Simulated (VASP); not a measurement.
Set up this calculation in VASP 6.6.1, as the native input.

| Property | Result |
| --- | --- |
| Task | single point |
| Functional | r2SCAN |
| Potentials or basis | VASP PAW PBE potentials, release 64 (Zn, Se) |
| Cutoff | 520 eV |
| k mesh | 8 × 8 × 8 |
| Occupations | gaussian, width 0.01 eV |
| Spin | non-collinear spin, zero start, spin-orbit coupling |
| Starting moments | [[0.0, 0.0, 0.0], [0.0, 0.0, 0.0]] μB |
| Dipole correction | no |
| Further INCAR settings | ALGO = Normal; EDIFF = 1e-06; NBANDS = 30 |

The system is ZnSe.

```xyz
2
Lattice="0.0000 2.8324 2.7758 2.8324 0.0000 2.7758 2.8324 2.8324 0.0000" Properties=species:S:1:pos:R:3 pbc="T T T"
Zn    0.0000    0.0000    0.0000
Se    1.4162    1.4162    1.3879
```

This cell differs from its parent crystal: uniaxial z strain -2.0%.

The input as run:

POSCAR

```
ZnSe
1.0
    0.0000000000      2.8324206844      2.7757722707
    2.8324206844      0.0000000000      2.7757722707
    2.8324206844      2.8324206844      0.0000000000
Zn Se
1 1
Direct
    0.0000000000      0.0000000000      0.0000000000
    0.2500000000      0.2500000000      0.2500000000
```

INCAR.step1

```
SYSTEM = ZnSe
  ALGO = Normal
  EDIFF = 1E-4
  ENCUT = 520
  GGA = PE
  GGA_COMPAT = .False.
  ISMEAR = 0
  LASPH = .True.
  LCHARG = .False.
  LREAL = .False.
  LSORBIT = .True.
  LWAVE = .True.
  MAGMOM = 0 0 0 0 0 0
  NBANDS = 30
  NELM = 150
  PREC = Accurate
  SIGMA = 0.01
```

INCAR.step2

```
SYSTEM = ZnSe
  ALGO = Normal
  EDIFF = 1E-6
  ENCUT = 520
  GGA_COMPAT = .False.
  ISIF = 2
  ISMEAR = 0
  ISTART = 1
  LASPH = .True.
  LCHARG = .False.
  LMIXTAU = .True.
  LORBIT = 11
  LORBMOM = .True.
  LREAL = .False.
  LSORBIT = .True.
  LWAVE = .False.
  MAGMOM = 0 0 0 0 0 0
  METAGGA = R2SCAN
  NBANDS = 30
  NELM = 150
  PREC = Accurate
  SIGMA = 0.01
```

KPOINTS

```
k-points
0
Gamma
  8 8 8
  0 0 0
```

Potentials or basis: VASP PAW PBE potentials, release 64 (Zn, Se).

Launch:

```console
$ cat potpaw_PBE.64/Zn/POTCAR potpaw_PBE.64/Se/POTCAR > POTCAR
$ cp INCAR.step1 INCAR
$ mpirun -np 1 vasp_ncl > vasp.out
$ cp INCAR.step2 INCAR
$ mpirun -np 1 vasp_ncl > vasp.out
```

Results of the run:

* Pressure: 1.5 GPa
* Net moment: 0.00 μB per cell
* Valence electrons inside the program's atomic spheres: Zn 10.78; Se 3.96

Caveat: the cell differs from its parent crystal (uniaxial z strain -2.0%); the PAW data sets were made with another functional, which shifts forces and pressure a little.

It took 30 min on 1 thread of Oxide Virtual Turin-like Processor, on a shared host, peak memory 0.4 GiB.
